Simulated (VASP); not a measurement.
# Cd2Hg3S5 in VASP: further runs

The runs below take Cd2Hg3S5 through single point, with PBE.

All numbers are computed with VASP 6.6.1; they aren't measurements. Logs are shortened: lines on timing, memory, paths and dates and some standing lists are left out, and cuts for length are marked.

## Step 1: The cell of the first run

The typed cell holds 10 atoms: a = 4.225 Å, b = 4.225 Å, c = 15.164 Å, α = 98.00°, β = 98.00°, γ = 90.02°.

## Step 2: Single point, PBE

Input file INCAR:

```
PREC = Accurate ; ENCUT = 520
EDIFF = 1E-6 ; ISMEAR = 0
SIGMA = 0.2 ; LREAL = False
LASPH = True ; NELM = 60
ALGO = Normal ; ISIF = 2
LWAVE = False ; LCHARG = False
GGA = PE ; NBANDS = 56
KPAR = 4
```

Input file KPOINTS:

```
Automatic mesh
0
Gamma
  6 6 6
```

Input file POSCAR:

```
Cd2Hg3S5
1.0
   -0.0008303438     -4.2248286428     -0.0000035708
    4.2249363949      0.0008182277      0.0000811554
   -2.1116010745      2.1118920858     14.8671827546
Cd Hg S
2 3 5
Direct
    0.9004145549      0.9002198768      0.8005655413
    0.0995081174      0.0995474022      0.1994289130
    0.6994483731      0.6994892980      0.3989205476
    0.3005451134      0.3008770563      0.6010843310
    0.5001311436      0.4999546984     -0.0000064098
    0.3512393008      0.8513002398      0.7022875421
    0.9494717663      0.4493744905      0.8988116110
    0.5504228642      0.0505358167      0.1011877040
    0.1487772722      0.6486936879      0.2977148554
    0.7500414938      0.2500074336      0.5000053645
```

Potentials or basis: VASP PAW PBE potentials, release 64 (Cd, Hg, S).

Launch:

```sh
> cat potpaw_PBE.64/Cd/POTCAR potpaw_PBE.64/Hg/POTCAR potpaw_PBE.64/S/POTCAR > POTCAR
> mpirun -np 4 vasp_std > vasp.out
```

OUTCAR:

```text
PREC = Accurate
   ENCUT = 520
   EDIFF = 1E-6
   ISMEAR = 0
   LREAL = False
   LASPH = True
   NELM = 60
   ISIF = 2
   GGA = PE

 ion  position               nearest neighbor table
   1  0.900  0.900  0.801-   7 2.57   6 2.57   7 2.57   6 2.57
   2  0.100  0.100  0.199-   8 2.57   8 2.57   9 2.57   9 2.57
   3  0.699  0.699  0.399-  10 2.59  10 2.59   9 2.59   9 2.59
   4  0.301  0.301  0.601-  10 2.59  10 2.59   6 2.59   6 2.59
   5  0.500  0.500  1.000-   7 2.59   8 2.59   8 2.59   7 2.59
   6  0.351  0.851  0.702-   1 2.57   1 2.57   4 2.59   4 2.59
   7  0.949  0.449  0.899-   1 2.57   1 2.57   5 2.59   5 2.59
   8  0.550  0.051  0.101-   2 2.57   2 2.57   5 2.59   5 2.59
   9  0.149  0.649  0.298-   2 2.57   2 2.57   3 2.59   3 2.59
  10  0.750  0.250  0.500-   4 2.59   3 2.59   4 2.59   3 2.59

  LATTYP: Found a base centered monoclinic cell.
 ALAT       =    38.1450630567
 B/A-ratio  =     0.1566664568
 C/A-ratio  =     0.4550640374
 COS(beta)  =    -0.9909637616

  Lattice vectors:

 A1 = (   6.3348767818, -10.5607311437, -14.8671087408)
 A2 = (  10.5606435205,  -6.3350842732, -14.8670240146)
 A3 = (  -6.3357071256,   6.3359025009,  14.8671051700)

Analysis of symmetry for initial positions (statically):
=====================================================================
 Subroutine PRICEL returns:
 Original cell was already a primitive cell.

 Routine SETGRP: Setting up the symmetry group for a
 base centered monoclinic supercell.

 Subroutine GETGRP returns: Found  1 space group operations
 (whereof  1 operations were pure point group operations)
 out of a pool of  4 trial point group operations.

The static configuration has the point symmetry C_1 .

Analysis of symmetry for dynamics (positions and initial velocities):
=====================================================================
 Subroutine PRICEL returns:
 Original cell was already a primitive cell.

 Routine SETGRP: Setting up the symmetry group for a
 base centered monoclinic supercell.

 Subroutine GETGRP returns: Found  1 space group operations
 (whereof  1 operations were pure point group operations)
 out of a pool of  4 trial point group operations.

The dynamic configuration has the point symmetry C_1 .

[... 118 lines left out ...]
   IBRION =     -1    ionic relax: 0-MD 1-quasi-New 2-CG
   NFREE  =      0    steps in history (QN), initial steepest desc. (CG)
   ISIF   =      2    stress and relaxation
   ISYM   =      2    0-nonsym 1-usesym 2-fastsym
   POTIM  = 0.5000    time-step for ionic-motion
   TEBEG  =    0.0;   TEEND  =   0.0 temperature during run
   PSTRESS=    0.0 pullay stress
   NELECT =      90.0000    total number of electrons
   NUPDOWN=      -1.0000    fix difference up-down
   EMIN   =  10.00;   EMAX   =-10.00  energy-range for DOS
   EFERMI =   0.00;   METHOD = LEGACY
   ISMEAR =     0;   SIGMA  =   0.20  broadening in eV -4-tet -1-fermi 0-gaus
   EFERMI_NEDOS =   21; number of points for ismear=-14 and -15
   IALGO  =     38    algorithm
   IMIX   =      4    mixing-type and parameters
     AMIX     =   0.40;   BMIX     =  1.00
     AMIX_MAG =   1.60;   BMIX_MAG =  1.00
  volume/ion in A,a.u.               =      26.54       179.08
  Fermi-wavevector in a.u.,A,eV,Ry     =   1.141658  2.157421 17.733598  1.303383
  Thomas-Fermi vector in A             =   2.278358
   LORBIT       =      0    0 simple, 1 ext, 2 COOP (PROOUT), +10 PAW based schemes
   GGA     = PE    functional components
   LHFCALC =     F    Hartree Fock is set to
   AEXX    =    0.0000 exact exchange contribution
   IVDW    =     0    specifies the selected vdW correction
   LEPSILON=     F    determine dielectric tensor
   LRPA    =     F    only Hartree local field effects (RPA)
 non-spin polarized calculation
 Gauss-broadening in eV      SIGMA  =   0.20
  energy-cutoff  :      520.00
  volume of cell :      265.37
 maximum number of plane-waves:      7174
   NGX = 15   NGY = 15   NGZ = 57

 number of electron      89.9999991 magnetization

 Free energy of the ion-electron system (eV)
  ---------------------------------------------------
  ext. energy  EPLUGINS =         0.00000000
  ---------------------------------------------------
  free energy    TOTEN  =       -25.92762225 eV

  energy without entropy =      -25.92405506  energy(sigma->0) =      -25.92583866

 E-fermi :   1.4421     XC(G=0):  -8.9474

 val. band max:        1.3137300282   @ k =   0.0000   0.0000   0.0000
 cond. band min:       1.6399797056   @ k =  -0.0000   0.0000   0.1667
 fundamental gap:      0.3262496774
 Fermi energy:         1.4420563116

 k-point     1 :       0.0000    0.0000    0.0000
  band No.  band energies     occupation
      1     -11.2787      2.00000
      2     -11.1047      2.00000
      3     -11.0308      2.00000
      4     -10.7562      2.00000
      5     -10.7358      2.00000
      6      -6.4745      2.00000
[... 1405 lines left out ...]
     55       6.9200      0.00000
     56       8.0033      0.00000

 [... further k-points ...]

------------------------ aborting loop because EDIFF is reached ----------------------------------------

  FORCE on cell =-STRESS in cart. coord.  units (eV):
  Direction    XX          YY          ZZ          XY          YZ          ZX
  --------------------------------------------------------------------------------------
  -------------------------------------------------------------------------------------
  Total        0.4099290      0.4154151      0.4233803     -0.0057640      0.0020736     -0.0017070
  in kB        2.4749144      2.5080362      2.5561251     -0.0347995      0.0125194     -0.0103057
  external PRESSURE =       2.5130252 kB  Pullay stress =       0.0000000 kB

 VOLUME and BASIS-vectors are now :
 -----------------------------------------------------------------------------
  energy-cutoff  :      520.00
  volume of cell :      265.37
      direct lattice vectors                 reciprocal lattice vectors
    -0.000830344 -4.224828643 -0.000003571     0.000045194 -0.236696028  0.033629229
     4.224936395  0.000818228  0.000081155     0.236689317 -0.000046547  0.033623836
    -2.111601074  2.111892086 14.867182755    -0.000001292 -0.000000057  0.067262064

 POSITION                                       TOTAL-FORCE (eV/Angst)
 -----------------------------------------------------------------------------------
      2.11215     -2.11265     11.90222         0.001017      0.000427      0.000865
     -0.00062      0.00085      2.96495        -0.000094     -0.000096     -0.000195
      2.11236     -2.11200      5.93088        -0.000109      0.000881      0.001120
      0.00169     -0.00008      8.93645        -0.001038     -0.000521     -0.001065
      0.00027     -0.00068     14.86713         0.000136      0.000413      0.000523
      2.11345     -0.00007     10.44111         0.000662     -0.000336     -0.001907
     -0.00014     -2.11279     13.36283        -0.000556     -0.000277      0.001264
     -0.00061     -2.11170      1.50438        -0.000297     -0.000155     -0.001989
      2.11191      0.00071      4.42623         0.000589     -0.001166      0.001693
     -0.00017     -2.11263      7.43369        -0.000310      0.000830     -0.000309
 -----------------------------------------------------------------------------------
    total drift:                               -0.000060     -0.000024      0.000004

  FREE ENERGIE OF THE ION-ELECTRON SYSTEM (eV)
  ---------------------------------------------------
  free  energy   TOTEN  =       -25.9276222529 eV

  energy  without entropy=      -25.9240550597  energy(sigma->0) =      -25.92583866
```

OSZICAR:

```text
N       E                     dE             d eps       ncg     rms          rms(c)
DAV:   1     0.669932359175E+03    0.66993E+03   -0.42685E+04 12560   0.146E+03
DAV:   2     0.188600988204E+02   -0.65107E+03   -0.62932E+03 13776   0.358E+02
DAV:   3    -0.276024354424E+02   -0.46463E+02   -0.46042E+02 14880   0.916E+01
DAV:   4    -0.283811239860E+02   -0.77869E+00   -0.77709E+00 14208   0.116E+01
DAV:   5    -0.283968434575E+02   -0.15719E-01   -0.15717E-01 14912   0.163E+00    0.186E+01
DAV:   6    -0.259018464697E+02    0.24950E+01   -0.54207E+00 16208   0.179E+01    0.146E+01
DAV:   7    -0.260003385117E+02   -0.98492E-01   -0.31317E+00 14160   0.654E+00    0.491E+00
DAV:   8    -0.259269220506E+02    0.73416E-01   -0.54551E-01 15344   0.475E+00    0.141E+00
DAV:   9    -0.259274273397E+02   -0.50529E-03   -0.58742E-02 14832   0.188E+00    0.448E-01
DAV:  10    -0.259273556186E+02    0.71721E-04   -0.24037E-03 14352   0.277E-01    0.186E-01
DAV:  11    -0.259274253837E+02   -0.69765E-04   -0.55701E-04 15120   0.111E-01    0.124E-01
DAV:  12    -0.259275957440E+02   -0.17036E-03   -0.19656E-04 14016   0.555E-02    0.605E-02
DAV:  13    -0.259276185399E+02   -0.22796E-04   -0.12831E-04 14416   0.630E-02    0.777E-03
DAV:  14    -0.259276215914E+02   -0.30515E-05   -0.18981E-05 14560   0.203E-02    0.103E-02
DAV:  15    -0.259276222529E+02   -0.66150E-06   -0.29138E-06 11200   0.781E-03
   1 F= -.25927622E+02 E0= -.25925839E+02  d E =-.356719E-02
```

Wall time 13 min (4 MPI ranks of Intel Xeon Platinum 8259CL at 2.50GHz (Skylake/Cascade Lake), shared host); peak memory 1.3 GiB.

Results:

- Free energy: -25.9276 eV
- Pressure: 0.3 GPa

Forces in eV/Å, atoms in the order of the input:
```
Cd   0.001  0.000  0.001
Cd   0.000  0.000  0.000
Hg   0.000  0.001  0.001
Hg  -0.001 -0.001 -0.001
Hg   0.000  0.000  0.001
S    0.001  0.000 -0.002
S   -0.001  0.000  0.001
S    0.000  0.000 -0.002
S    0.001 -0.001  0.002
S    0.000  0.001  0.000
```

Caveat: spin-orbit coupling is left out, which moves the levels of the heavy elements.

## Step 3: Single point, PBE

Input file INCAR:

```
ALGO     = Normal         # electronic algorithm
EDIFF    = 1E-6           # SCF threshold, eV
ENCUT    = 520            # plane-wave cutoff, eV
GGA      = PE             # functional
ISIF     = 2              # what is computed and relaxed
ISMEAR   = 0              # smearing method
LASPH    = T              # aspherical terms in the spheres
LCHARG   = T              # write CHGCAR
LELF     = T              # ELF
LREAL    = F              # projectors in reciprocal space
LVHAR    = T            
LWAVE    = F              # write WAVECAR
NBANDS   = 56             # bands
NELM     = 60             # most SCF steps
PREC     = Accurate       # precision mode
SIGMA    = 0.2            # smearing width, eV
```

Input file KPOINTS:

```
k-points
0
Gamma
  6 6 6
```

Input file POSCAR:

```
Cd2Hg3S5
1.0
    0.0000000000     -4.2218246242      0.0000000000
    4.2218246242      0.0000000000      0.0000000000
   -2.1109123121      2.1109123121     14.8857696770
Cd Hg S
2 3 5
Direct
    0.9002835105      0.9002835105      0.8005670210
    0.0997164895      0.0997164895      0.1994329790
    0.6994665804      0.6994665804      0.3989331607
    0.3005334196      0.3005334196      0.6010668393
    0.5000000000      0.5000000000      0.0000000000
    0.3511411522      0.8511411522      0.7022823044
    0.9494060588      0.4494060588      0.8988121175
    0.5505939412      0.0505939412      0.1011878825
    0.1488588478      0.6488588478      0.2977176956
    0.7500000000      0.2500000000      0.5000000000
```

Potentials or basis: VASP PAW PBE potentials, release 64 (Cd, Hg, S).

Launch:

```sh
> cat potpaw_PBE.64/Cd/POTCAR potpaw_PBE.64/Hg/POTCAR potpaw_PBE.64/S/POTCAR > POTCAR
> mpirun -np 1 vasp_std > vasp.out
```

Wall time 16 min (1 thread of Intel Xeon 8259CL, shared host); peak memory 0.59 GiB.

The run converged. Its results:

```yaml
Free_energy: -25.9275 eV
Pressure: 0.3 GPa
```

Forces on the atoms (eV/Å):
```
Cd   0.000  0.000  0.000
Cd   0.000  0.000  0.000
Hg   0.000  0.000  0.000
Hg   0.000  0.000  0.000
Hg   0.000  0.000  0.000
S    0.000  0.000 -0.002
S    0.000  0.000  0.002
S    0.000  0.000 -0.002
S    0.000  0.000  0.002
S    0.000  0.000  0.000
```

Levels at points of the mesh, in eV from the Fermi level:
```tsv
k point	band 41	band 42	band 43	band 44	band 45	band 46	band 47	band 48	band 49	band 50
(0.00, 0.00, 0.00)	-0.82	-0.82	-0.21	-0.19	-0.19	-0.13	1.89	2.21	3.30	3.41
(0.50, 0.00, 0.00)	-1.18	-0.98	-0.91	-0.89	-0.86	1.65	2.05	2.42	2.87	3.35
(0.50, 0.50, 0.00)	-2.22	-2.21	-2.17	-2.12	-2.07	2.98	3.26	3.38	3.52	3.79
(0.00, 0.00, 0.50)	-1.11	-0.46	-0.46	-0.35	-0.35	0.87	1.03	2.73	3.16	3.39
```

Caveat: spin-orbit coupling is left out, which moves the levels of the heavy elements.
